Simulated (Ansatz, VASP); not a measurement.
Two plane-wave programs on Ag2OsO4

```xyz
7
Lattice="4.1926 0.0000 0.0000 0.0000 4.1926 0.0000 0.0000 0.0000 6.4380" Properties=species:S:1:pos:R:3 pbc="T T T"
Ag    2.0963    0.0000    3.2190
Ag    0.0000    2.0963    3.2190
Os    0.0000    0.0000    0.0000
O     3.2269    0.9657    5.3327
O     0.9657    0.9657    1.1053
O     0.9657    3.2269    5.3327
O     3.2269    3.2269    1.1053
```

Change from the starting cell: species swapped into the CdIn2Se4 type (P-42m, No. 111).

Alike in both runs: functional PBE; k mesh 4 × 4 × 4; occupations gaussian, width 0.1 eV; collinear spin.

Ansatz relaxed the structure, and its values are those at the end. VASP's run is a single point on that final structure, the one shown.

```csv
,VASP,Ansatz
version,VASP 6.6.1,Ansatz 0.2.0
potentials or method,"VASP PAW PBE potentials, release 64 (Ag, Os, O), cutoff 520 eV","scalar-relativistic, plane waves, PAW"
valence electrons in the cell,54,78
```

Ansatz gave:

* gap on the k mesh at the Fermi level (eV): none
* pressure (GPa): 0.1
* rms of the force components (eV/Å): 0.003
* net moment per atom (μB): 0.00

Question: What did VASP give for the same quantities?

Answer: gap on the k mesh at the Fermi level (eV): none; pressure (GPa): 2.0; rms of the force components (eV/Å): 0.298; net moment per atom (μB): 0.00.

A gap of «none» marks a metal or a gap that the smearing closes. One of these differences is far larger than is usual between the two programs; its cause wasn't traced. VASP's potentials hold 54 valence electrons a cell and Ansatz's 78, so a difference there can come from the potentials and not from the codes. Ansatz's warnings: cell relax basis refresh, seeded moment not kept.

The k mesh is coarse, so the values compare programs but aren't converged. Spin-orbit coupling is off throughout.
